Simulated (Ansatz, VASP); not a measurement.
## Two plane-wave programs on LiH

```xyz
4
Lattice="2.7535 0.0000 0.0000 -1.3768 2.3846 0.0000 0.0000 0.0000 4.8354" Properties=species:S:1:pos:R:3 pbc="T T T"
Li    0.0000    0.0000    0.0000
Li    0.0000    0.0000    2.4177
H     0.0000    1.5898    1.2089
H     1.3768    0.7949    3.6266
```

Alike in both runs: task single point; functional PBE; k mesh 9 × 9 × 4; no spin polarisation.

|  | VASP | Ansatz |
| --- | --- | --- |
| version | VASP 6.6.1 | Ansatz 0.2.0 |
| potentials or method | VASP PAW PBE potentials, release 64 (Li_sv, H) | plane waves, PAW |
| plane-wave cutoff (eV) | 520 | 420 |
| occupations | gaussian, width 0.01 eV | fixed |
| valence electrons in the cell | 8 | 8 |

```csv
,VASP,Ansatz,Ansatz less VASP
gap on the k mesh at the Fermi level (eV),4.52,4.52,-0.003
```

Noted on VASP's run: the cutoff is short for stress, so the pressure is rough.
